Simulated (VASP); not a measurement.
Set up this calculation in VASP 6.6.1, as the native input.

```yaml
Task: single point
Functional: PBE
Potentials_or_basis: VASP PAW PBE potentials, release 64 (N, Al, V_sv)
Cutoff: 520 eV
k_mesh: 5 × 5 × 3
Occupations: gaussian, width 0.1 eV
Spin: no spin polarisation
Dipole_correction: no
Further_INCAR_settings: LREAL = Auto; ALGO = Normal; EDIFF = 1e-07; NBANDS = 66; ISYM = 0
```

The structure of Al4VN5 lies in POSCAR:

```
Al4VN5
1.0
    2.0326882318      2.0324790839      4.0603475925
   -2.0322759292     -2.0322946199      4.0600486467
    6.1954297039     -4.1626090327      2.0303244045
N Al V
10 8 2
Direct
    0.9501500975      0.7491425798      0.6011211562
    0.8458387027      0.2491449930      0.8097642756
    0.3421364891      0.7491585948      0.8171541928
    0.7511709255      0.7491490829      0.9990727876
    0.1491530859      0.7491409555      0.2031829584
    0.0544916193      0.2491336633      0.3924812331
    0.5582132540      0.7491450651      0.3851030026
    0.4501485198      0.2491456461      0.6011359557
    0.2507601133      0.2491656852      0.9999013686
    0.6495475810      0.2491415585      0.2023580913
    0.0913087965      0.4917906060      0.8041827616
    0.6060214100      0.0064487211      0.8041812574
    0.9976636051      0.9995069756      0.0033502086
    0.3998447343      0.9995165601      0.1988922819
    0.2943478383      0.4918049404      0.3980334203
    0.8090432083      0.0064487111      0.3980655009
    0.5005274329      0.4987253922      0.0033255056
    0.9027155350      0.4987343796      0.1988972941
    0.2315054359      0.9676313380      0.6011281166
    0.6688281274      0.5306740308      0.6011230155
```

The input as run:

INCAR

```
SYSTEM = Al4VN5
ALGO = Normal
EDIFF = 1E-7
ENCUT = 520
GGA = PE
ISIF = 2
ISMEAR = 0
ISYM = 0
LASPH = .True.
LCHARG = .False.
LREAL = Auto
LWAVE = .False.
NBANDS = 66
NELM = 100
PREC = Accurate
SIGMA = 0.1
```

KPOINTS

```
k-points
0
Gamma
  5 5 3
  0 0 0
```

Potentials or basis: VASP PAW PBE potentials, release 64 (N, Al, V_sv).

The run is started by

```console
$ cat potpaw_PBE.64/N/POTCAR potpaw_PBE.64/Al/POTCAR potpaw_PBE.64/V_sv/POTCAR > POTCAR
$ mpirun -np 1 vasp_std > vasp.out
```

It gave:

| Property | Result |
| --- | --- |
| Pressure | 0.0 GPa |
| Largest force | 0.080 eV/Å |
| Band gap on the k mesh | zero (bands 50 and 51 overlap by 1.04 eV) |

Caveat: the run has no spin polarisation, though such a crystal can be magnetic.

It took 14 min on 1 thread of AMD EPYC 7R13 Processor (Zen 3), on a shared host, peak memory 0.44 GiB.
